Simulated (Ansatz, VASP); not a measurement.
CdS in VASP and in Ansatz

```
CELL_PARAMETERS angstrom
0.00000 2.91650 2.91650
2.91650 0.00000 2.91650
2.91650 2.91650 0.00000
ATOMIC_POSITIONS crystal
Cd 0.00000 0.00000 0.00000
S 0.25000 0.25000 0.25000
```

Alike in both runs: task relaxation of cell and atoms; functional r2SCAN; dispersion D4; k mesh 6 × 6 × 6; no spin polarisation.

```csv
,VASP,Ansatz
version,VASP 6.6.1,Ansatz 0.2.0
potentials or method,"VASP PAW PBE potentials, release 64 (Cd, S)","plane waves, PAW"
plane-wave cutoff (eV),600,500
occupations,"gaussian, width 0.01 eV",fixed
valence electrons in the cell,18,26
```

|  | VASP | Ansatz | Ansatz less VASP |
| --- | --- | --- | --- |
| relaxed volume (Å³/atom) | 25.21 | 25.11 | -0.103 |
| relaxed cell length with the largest relative difference (Å) | 4.147 | 4.141 | -0.0057 |

VASP's potentials were made for PBE, not for r2SCAN. VASP's potentials hold 18 valence electrons a cell and Ansatz's 26, so a difference there can come from the potentials and not from the codes.
